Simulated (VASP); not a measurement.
# Te2Mo (P6_3/mmc) in VASP: a series of runs

Te2Mo is run at these levels: PBE+D3(BJ), PBE; tasks: single point.

All numbers are computed with VASP 6.6.1; they aren't measurements. Logs are shortened: lines on timing, memory, paths and dates and some standing lists are left out, and cuts for length are marked.

## (1) The cell of the first run

The structure is hexagonal, space group P6_3/mmc (No. 194). The conventional cell has a = 3.498 Å, b = 3.498 Å, c = 13.684 Å, α = 90.00°, β = 90.00°, γ = 120.00°. Mo (site symmetry -6m2) has 6 Te at 2.72 Å and 6 Mo at 3.50 Å within 3.6 Å. Te (site symmetry 3m) has 3 Mo at 2.72 Å and 10 Te at 3.50 to 3.79 Å within 3.8 Å.

## (2) Single point, PBE+D3(BJ)

INCAR

```
PREC = Accurate ; ENCUT = 520
EDIFF = 1E-6 ; ISMEAR = -1
SIGMA = 0.02 ; LREAL = False
LASPH = True ; NELM = 80
ALGO = Normal ; ISIF = 2
LWAVE = False ; LCHARG = False
GGA = PE ; IVDW = 12
NBANDS = 35
```

KPOINTS

```
Automatic mesh
0
Gamma
  6 6 2
```

POSCAR

```
Te2Mo
1.0
    3.4975415304      0.0000000000      0.0000000000
   -1.7487707652      3.0289598161      0.0000000000
    0.0000000000      0.0000000000     13.6836774887
Mo Te
2 4
Direct
    0.3333333333      0.6666666667      0.2500000000
    0.6666666667      0.3333333333      0.7500000000
    0.6666666667      0.3333333333      0.3827608493
    0.6666666667      0.3333333333      0.1172391507
    0.3333333333      0.6666666667      0.8827608493
    0.3333333333      0.6666666667      0.6172391507
```

Potentials or basis: VASP PAW PBE potentials, release 64 (Mo_sv, Te).

Launch:

```bash
$ cat potpaw_PBE.64/Mo_sv/POTCAR potpaw_PBE.64/Te/POTCAR > POTCAR
$ mpirun -np 1 vasp_std > vasp.out
```

OUTCAR:

```text
PREC = Accurate
   ENCUT = 520
   EDIFF = 1E-6
   ISMEAR = -1
   LREAL = False
   LASPH = True
   NELM = 80
   ISIF = 2
   GGA = PE
   IVDW = 12
 IVDW          = 12

 ion  position               nearest neighbor table
   1  0.333  0.667  0.250-   3 2.72   4 2.72   3 2.72   4 2.72   3 2.72   4 2.72
   2  0.667  0.333  0.750-   5 2.72   6 2.72   5 2.72   6 2.72   5 2.72   6 2.72
   3  0.667  0.333  0.383-   1 2.72   1 2.72   1 2.72   4 3.63
   4  0.667  0.333  0.117-   1 2.72   1 2.72   1 2.72   3 3.63
   5  0.333  0.667  0.883-   2 2.72   2 2.72   2 2.72   6 3.63
   6  0.333  0.667  0.617-   2 2.72   2 2.72   2 2.72   5 3.63

  LATTYP: Found a hexagonal cell.
 ALAT       =     3.4975415304
 C/A-ratio  =     3.9123702663

  Lattice vectors:

 A1 = (   3.4975415304,   0.0000000000,   0.0000000000)
 A2 = (  -1.7487707652,   3.0289598161,   0.0000000000)
 A3 = (   0.0000000000,   0.0000000000,  13.6836774887)

Analysis of symmetry for initial positions (statically):
=====================================================================
 Subroutine PRICEL returns:
 Original cell was already a primitive cell.

 Routine SETGRP: Setting up the symmetry group for a
 hexagonal supercell.

 Subroutine GETGRP returns: Found 24 space group operations
 (whereof 12 operations were pure point group operations)
 out of a pool of 24 trial point group operations.

The static configuration has the point symmetry D_3d.
 The point group associated with its full space group is D_6h.

Analysis of symmetry for dynamics (positions and initial velocities):
=====================================================================
 Subroutine PRICEL returns:
 Original cell was already a primitive cell.

 Routine SETGRP: Setting up the symmetry group for a
 hexagonal supercell.

 Subroutine GETGRP returns: Found 24 space group operations
 (whereof 12 operations were pure point group operations)
 out of a pool of 24 trial point group operations.

The dynamic configuration has the point symmetry D_3d.
 The point group associated with its full space group is D_6h.

 Subroutine INISYM returns: Found 24 space group operations
 (whereof 12 operations are pure point group operations),
 and found     1 'primitive' translations

----------------------------------------------------------------------------------------

                                     Primitive cell

  volume of cell :     144.9637

  direct lattice vectors                    reciprocal lattice vectors
     3.497541530  0.000000000  0.000000000     0.285915118  0.165073170  0.000000000
    -1.748770765  3.028959816  0.000000000     0.000000000  0.330146341  0.000000000
     0.000000000  0.000000000 13.683677489     0.000000000  0.000000000  0.073079770

  length of vectors
     3.497541530  3.497541530 13.683677489     0.330146341  0.330146341  0.073079770

  position of ions in fractional coordinates (direct lattice)
     0.333333333  0.666666667  0.250000000
     0.666666667  0.333333333  0.750000000
     0.666666667  0.333333333  0.382760849
     0.666666667  0.333333333  0.117239151
     0.333333333  0.666666667  0.882760849
     0.333333333  0.666666667  0.617239151

  ion indices of the primitive-cell ions
   primitive index   ion index
                 1           1
                 2           2
                 3           3
                 4           4
                 5           5
                 6           6

----------------------------------------------------------------------------------------

 KPOINTS: Automatic mesh

Automatic generation of k-mesh.
 Grid dimensions read from file:
 generate k-points for:    6    6    2

 Generating k-lattice:

  Cartesian coordinates                     Fractional coordinates (reciprocal lattice)
     0.047652520  0.027512195  0.000000000     0.166666667 -0.000000000  0.000000000
     0.000000000  0.055024390  0.000000000     0.000000000  0.166666667  0.000000000
     0.000000000  0.000000000  0.036539885     0.000000000  0.000000000  0.500000000

  Length of vectors
     0.055024390  0.055024390  0.036539885

  Shift w.r.t. Gamma in fractional coordinates (k-lattice)
     0.000000000  0.000000000  0.000000000

 Subroutine IBZKPT returns following result:
 ===========================================

 Found     14 irreducible k-points:

 Following reciprocal coordinates:
            Coordinates               Weight
  0.000000  0.000000  0.000000      1.000000
  0.166667  0.000000  0.000000      6.000000
  0.333333 -0.000000  0.000000      6.000000
  0.500000  0.000000  0.000000      3.000000
  0.166667  0.166667  0.000000      6.000000
  0.333333  0.166667  0.000000     12.000000
  0.333333  0.333333  0.000000      2.000000
  0.000000  0.000000  0.500000      1.000000
  0.166667  0.000000  0.500000      6.000000
  0.333333 -0.000000  0.500000      6.000000
  0.500000  0.000000  0.500000      3.000000
  0.166667  0.166667  0.500000      6.000000
  0.333333  0.166667  0.500000     12.000000
  0.333333  0.333333  0.500000      2.000000
   k-points           NKPTS =     14   k-points in BZ     NKDIM =     14   number of bands    NBANDS=     35
   number of dos      NEDOS =    301   number of ions     NIONS =      6
   total plane-waves  NPLWV =  84672
   dimension x,y,z NGX =    28 NGY =   28 NGZ =  108
   dimension x,y,z NGXF=    56 NGYF=   56 NGZF=  216
   ions per type =               2   4
   NGX,Y,Z   is equivalent  to a cutoff of  13.31, 13.31, 13.12 a.u.
   NGXF,Y,Z  is equivalent  to a cutoff of  26.62, 26.62, 26.24 a.u.
 SYSTEM =  unknown system
   PREC   = accura    normal or accurate (medium, high low for compatibility)
   ISTART =      0    job   : 0-new  1-cont  2-samecut
   ICHARG =      2    charge: 1-file 2-atom 10-const
   ISPIN  =      1    spin polarized calculation?
   LNONCOLLINEAR =      F non collinear calculations
   LSORBIT =      F    spin-orbit coupling
   LASPH  =      T    aspherical Exc in radial PAW
   ENCUT  =  520.0 eV  38.22 Ry    6.18 a.u.   6.50  6.50 25.44*2*pi/ulx,y,z
   NELM   =     80;   NELMIN=  2; NELMDL= -5     # of ELM steps
   EDIFF  = 0.1E-05   stopping-criterion for ELM
   LREAL  =      F    real-space projection
   EDIFFG = 0.1E-04   stopping-criterion for IOM
   NSW    =      0    number of steps for IOM
   IBRION =     -1    ionic relax: 0-MD 1-quasi-New 2-CG
   NFREE  =      0    steps in history (QN), initial steepest desc. (CG)
   ISIF   =      2    stress and relaxation
   ISYM   =      2    0-nonsym 1-usesym 2-fastsym
   POTIM  = 0.5000    time-step for ionic-motion
   TEBEG  =    0.0;   TEEND  =   0.0 temperature during run
   PSTRESS=    0.0 pullay stress
   NELECT =      52.0000    total number of electrons
   NUPDOWN=      -1.0000    fix difference up-down
   EMIN   =  10.00;   EMAX   =-10.00  energy-range for DOS
   EFERMI =   0.00;   METHOD = LEGACY
   ISMEAR =    -1;   SIGMA  =   0.02  broadening in eV -4-tet -1-fermi 0-gaus
   EFERMI_NEDOS =   21; number of points for ismear=-14 and -15
   IALGO  =     38    algorithm
   IMIX   =      4    mixing-type and parameters
     AMIX     =   0.40;   BMIX     =  1.00
     AMIX_MAG =   1.60;   BMIX_MAG =  1.00
  volume/ion in A,a.u.               =      24.16       163.04
  Fermi-wavevector in a.u.,A,eV,Ry     =   1.163205  2.198138 18.409302  1.353046
  Thomas-Fermi vector in A             =   2.299757
   LORBIT       =      0    0 simple, 1 ext, 2 COOP (PROOUT), +10 PAW based schemes
   GGA     = PE    functional components
   LHFCALC =     F    Hartree Fock is set to
   AEXX    =    0.0000 exact exchange contribution
   IVDW    =    12    specifies the selected vdW correction
   LEPSILON=     F    determine dielectric tensor
   LRPA    =     F    only Hartree local field effects (RPA)
 non-spin polarized calculation
  energy-cutoff  :      520.00
  volume of cell :      144.96
 maximum number of plane-waves:      3974
 NGX is ok and might be reduce to    28
   NGX = 13   NGY = 13   NGZ = 51

 number of electron      51.9999999 magnetization

 Free energy of the ion-electron system (eV)
  ---------------------------------------------------
  ext. energy  EPLUGINS =         0.00000000
  ---------------------------------------------------
  free energy    TOTEN  =       -35.90540539 eV

  energy without entropy =      -35.90540538  energy(sigma->0) =      -35.90540538

 E-fermi :   8.9834     XC(G=0): -10.6451

 val. band max:        8.6467455417   @ k =   0.0000   0.0000   0.0000
 cond. band min:       9.3511765441   @ k =   0.1667   0.1667   0.0000
 fundamental gap:      0.7044310024
 Fermi energy:         8.9833582411

 k-point     1 :       0.0000    0.0000    0.0000
  band No.  band energies     occupation
      1     -52.2140      2.00000
      2     -52.2140      2.00000
      3     -26.3933      2.00000
      4     -26.3933      2.00000
      5     -26.2489      2.00000
      6     -26.2489      2.00000
[... 27 lines left out ...]
     34      12.0492      0.00000
     35      14.4697      0.00000

 k-point     2 :       0.1667    0.0000    0.0000
  band No.  band energies     occupation
      1     -52.2114      2.00000
      2     -52.2113      2.00000
      3     -26.3857      2.00000
      4     -26.3856      2.00000
      5     -26.2836      2.00000
      6     -26.2836      2.00000
[... 27 lines left out ...]
     34      12.0621      0.00000
     35      15.0796      0.00000

 k-point     3 :       0.3333   -0.0000    0.0000
  band No.  band energies     occupation
      1     -52.2061      2.00000
      2     -52.2060      2.00000
      3     -26.3704      2.00000
      4     -26.3704      2.00000
      5     -26.3524      2.00000
      6     -26.3524      2.00000
[... 27 lines left out ...]
     34      12.4293      0.00000
     35      13.5421      0.00000
[... 343 lines left out ...]
 k-point    13 :       0.3333    0.1667    0.5000
  band No.  band energies     occupation
      1     -52.2034      2.00000
      2     -52.2034      2.00000
      3     -26.3692      2.00000
      4     -26.3692      2.00000
      5     -26.3627      2.00000
      6     -26.3627      2.00000
[... 27 lines left out ...]
     34      12.1077      0.00000
     35      13.6570      0.00000

 k-point    14 :       0.3333    0.3333    0.5000
  band No.  band energies     occupation
      1     -52.2021      2.00000
      2     -52.2021      2.00000
      3     -26.3589      2.00000
      4     -26.3589      2.00000
      5     -26.3532      2.00000
      6     -26.3532      2.00000
[... 27 lines left out ...]
     34      12.1982      0.00000
     35      13.6055      0.00000

------------------------ aborting loop because EDIFF is reached ----------------------------------------

 Edisp (eV)   -3.32587

 E8    (eV) :    -1.5325

  FORCE on cell =-STRESS in cart. coord.  units (eV):
  Direction    XX          YY          ZZ          XY          YZ          ZX
  --------------------------------------------------------------------------------------
  -------------------------------------------------------------------------------------
  Total      -0.03542    -0.03542     0.04958     0.00000     0.00000     0.00000
  in kB      -0.39151    -0.39151     0.54795     0.00000     0.00000     0.00000
  external pressure =       -0.08 kB  Pullay stress =        0.00 kB

 VOLUME and BASIS-vectors are now :
 -----------------------------------------------------------------------------
  energy-cutoff  :      520.00
  volume of cell :      144.96
      direct lattice vectors                 reciprocal lattice vectors
     3.497541530  0.000000000  0.000000000     0.285915118  0.165073170  0.000000000
    -1.748770765  3.028959816  0.000000000     0.000000000  0.330146341  0.000000000
     0.000000000  0.000000000 13.683677489     0.000000000  0.000000000  0.073079770

 POSITION                                       TOTAL-FORCE (eV/Angst)
 -----------------------------------------------------------------------------------
     -0.00000      2.01931      3.42092         0.000000      0.000000      0.000000
      1.74877      1.00965     10.26276        -0.000000      0.000000      0.000000
      1.74877      1.00965      5.23758         0.000000      0.000000      0.015650
      1.74877      1.00965      1.60426         0.000000      0.000000     -0.015650
     -0.00000      2.01931     12.07941         0.000000     -0.000000      0.015650
     -0.00000      2.01931      8.44610         0.000000     -0.000000     -0.015650
 -----------------------------------------------------------------------------------
    total drift:                               -0.000000      0.000000     -0.000000

  FREE ENERGIE OF THE ION-ELECTRON SYSTEM (eV)
  ---------------------------------------------------
  free  energy   TOTEN  =       -39.2312759781 eV

  energy  without entropy=      -39.2312759768  energy(sigma->0) =      -39.23127598
```

Run time: 2.2 min. Hardware: 1 thread of AMD EPYC 7R13, shared host; peak memory 0.28 GiB.

What came out:

```
Free energy                : -39.2313 eV
Pressure                   : 0.0 GPa
Largest force              : 0.016 eV/Å
Band gap on the k mesh     : 0.70 eV (least direct gap 1.04 eV)
Dispersion energy per atom : -0.554 eV
```

Forces on the atoms (eV/Å):
```
Mo   0.000  0.000  0.000
Mo   0.000  0.000  0.000
Te   0.000  0.000  0.016
Te   0.000  0.000 -0.016
Te   0.000  0.000  0.016
Te   0.000  0.000 -0.016
```

Caveat: semilocal functionals underestimate gaps, and a narrow one can read as zero; spin-orbit coupling is left out, which moves the levels of the heavy elements.

## (3) Single point, PBE

This run uses another cell than the first one, of 25.67 Å³/atom.

INCAR

```
PREC = Accurate
ENCUT = 520
EDIFF = 1E-7
ISMEAR = -1
SIGMA = 0.02
LREAL = F
LASPH = T
NELM = 80
ALGO = Normal
ISIF = 2
LWAVE = F
LCHARG = F
GGA = PE
NBANDS = 35
```

KPOINTS

```
regular mesh
0
Gamma
  12 12 2
```

POSCAR

```
Te2Mo
1.0
    3.5421321080      0.0000000000      0.0000000000
   -1.7710660540      3.0675763891      0.0000000000
    0.0000000000      0.0000000000     14.1766477339
Mo Te
2 4
Direct
    0.3333333333      0.6666666667      0.2500000000
    0.6666666667      0.3333333333      0.7500000000
    0.6666666667      0.3333333333      0.3765847517
    0.6666666667      0.3333333333      0.1234152483
    0.3333333333      0.6666666667      0.8765847517
    0.3333333333      0.6666666667      0.6234152483
```

Potentials or basis: VASP PAW PBE potentials, release 64 (Mo_sv, Te).

Launch:

```bash
$ cat potpaw_PBE.64/Mo_sv/POTCAR potpaw_PBE.64/Te/POTCAR > POTCAR
$ mpirun -np 1 vasp_std > vasp.out
```

It took 5.3 min on 1 thread of AMD EPYC 7R13, shared host; peak memory 0.35 GiB.

Results (log left out):

- Free energy: -36.0294 eV
- Pressure: 1.9 GPa
- Largest force: 0.213 eV/Å
- Band gap on the k mesh: 0.82 eV (least direct gap 1.00 eV)

Forces in eV/Å, atoms in the order of the input:
```
Mo   0.000  0.000  0.000
Mo   0.000  0.000  0.000
Te   0.000  0.000  0.213
Te   0.000  0.000 -0.213
Te   0.000  0.000  0.213
Te   0.000  0.000 -0.213
```

Stress tensor (GPa, compression positive):
```
1.45 0.00 0.00
0.00 1.45 0.00
0.00 0.00 2.78
```

Levels at points of the mesh, in eV from the valence-band top:
```
           k point  band 24  band 25  band 26  band 27  band 28  band 29
(0.00, 0.00, 0.00)    -0.96    -0.40     0.00     2.87     2.87     2.97
(0.50, 0.00, 0.00)    -0.92    -0.61    -0.39     1.22     1.27     1.46
(0.00, 0.00, 0.50)    -1.06    -0.10    -0.10     2.90     2.90     2.90
(0.50, 0.00, 0.50)    -0.93    -0.50    -0.50     1.25     1.25     1.61
```

Caveat: spin-orbit coupling is left out, which moves the levels of the heavy elements; this functional lacks dispersion, which binds layers or chains, so the pressure and a relaxed spacing across them are unreliable. A k mesh can miss the band edges.
